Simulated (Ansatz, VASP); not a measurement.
Two plane-wave programs on MgS

Contents of POSCAR:

```
MgS
1.0
   -0.0326539317      2.8265316779      2.8265316779
    2.8265316779     -0.0326539317      2.8265316779
    2.8265316779      2.8265316779     -0.0326539317
Mg S
1 1
Direct
   -0.0010537180     -0.0010537180     -0.0010537180
    0.2510537180      0.2510537180      0.2510537180
```

INCAR.step1

```
SYSTEM = MgS
  PREC = Accurate
  ENCUT = 520
  EDIFF = 1E-5
  ISMEAR = 0
  SIGMA = 0.01
  LREAL = .False.
  LASPH = .True.
  NELM = 60
  ALGO = Normal
  ISIF = 2
  LWAVE = .True.
  GGA = PE
  NBANDS = 11
```

File INCAR.step2:

```
SYSTEM = MgS
  PREC = Accurate
  ENCUT = 520
  EDIFF = 1E-6
  ISMEAR = 0
  SIGMA = 0.01
  LREAL = .False.
  LASPH = .True.
  NELM = 60
  ALGO = Normal
  ISIF = 2
  LWAVE = .False.
  LCHARG = .True.
  GGA = PE
  LHFCALC = .True.
  HFSCREEN = 0.2079
  PRECFOCK = Normal
  LELF = .True.
  LVHAR = .True.
  ISTART = 1
  NBANDS = 11
```

File KPOINTS:

```
Automatic mesh
0
Gamma
  6 6 6
  0 0 0
```

Input for Ansatz:

```yaml
crystal:
  lattice:
    - [-0.0326539317, 2.8265316779, 2.8265316779]
    - [2.8265316779, -0.0326539317, 2.8265316779]
    - [2.8265316779, 2.8265316779, -0.0326539317]
  atoms:
    - { symbol: Mg, position: [-0.001053718, -0.001053718, -0.001053718] }
    - { symbol: S, position: [0.251053718, 0.251053718, 0.251053718] }
kpoints:
  mp_grid: { grid: [6, 6, 6] }
  band_path:
    path:
      - [0.0, 0.0, 0.0]
      - [-0.5, -0.5, 0.0]
      - [-0.375, -0.375, 0.25]
      - [-0.375, 0.0, 0.375]
      - [0.0, 0.0, 0.5]
      - [-0.5, -0.25, 0.25]
    npoints: 1
hamiltonian:
  xc: hse06
scf:
  occupations: { method: fixed }
  n_extra_bands: 4
output:
  forces: true
  stress: true
  eigenvalues: true
  write_density: true
  write_potential: true
  elf: true
  volumetric_format: npy
```

Change from the starting cell: epitaxial_111 strain +1.0%.

Alike in both runs: task single point; functional HSE06; k mesh 6 × 6 × 6; no spin polarisation.

```csv
,VASP,Ansatz
version,VASP 6.6.1,Ansatz 0.2.0
potentials or method,"VASP PAW PBE potentials, release 64 (Mg, S)","plane waves, PAW"
plane-wave cutoff (eV),520,420
occupations,"gaussian, width 0.01 eV",fixed
valence electrons in the cell,8,16
```

```tsv
	VASP	Ansatz	Ansatz less VASP
gap on the k mesh at the Fermi level (eV)	4.37	4.39	+0.017
pressure (GPa)	-0.9	-0.7	+0.17
traceless stress, the component that is largest in VASP (GPa)	0.36	0.36	-0.001
```

VASP's potentials hold 8 valence electrons a cell and Ansatz's 16, so a difference there can come from the potentials and not from the codes. Ansatz's warnings: stress exchange threshold loose, stress scf threshold loose.
